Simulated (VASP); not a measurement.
A run of VASP 6.6.1 is set up as follows.

The input INCAR:

```
SYSTEM = Cu
PREC = Accurate
ENCUT = 600
EDIFF = 1E-6
ISMEAR = -1
SIGMA = 0.1
LREAL = .False.
LASPH = .True.
NELM = 120
ALGO = Normal
ISIF = 2
LWAVE = .False.
LCHARG = .False.
GGA = PE
NBANDS = 18
GGA_COMPAT = .False.
```

Contents of KPOINTS:

```
Automatic mesh
0
Gamma
  12 12 7
  0 0 0
```

Contents of POSCAR:

```
Cu
1.0
    2.5340966700      0.0000000000      0.0000000000
   -1.2670483300      2.1945920900      0.0000000000
    0.0000000000      0.0000000000      4.1125710000
Cu
2
Direct
    0.3333333333      0.6666666667      0.2500000000
    0.6666666667      0.3333333333      0.7500000000
```

Potentials or basis: VASP PAW PBE potentials, release 64 (Cu).

The run is started by

```bash
$ cat potpaw_PBE.64/Cu/POTCAR > POTCAR
$ mpirun -np 1 vasp_std > vasp.out
```

(1) Estimate the pressure.

(2) What does it give for the band gap on the k mesh?

Answers

(1) 8.2 GPa.

(2) zero (band 11 reaches 12.03 eV, above the bottom of band 12 at 6.06 eV).
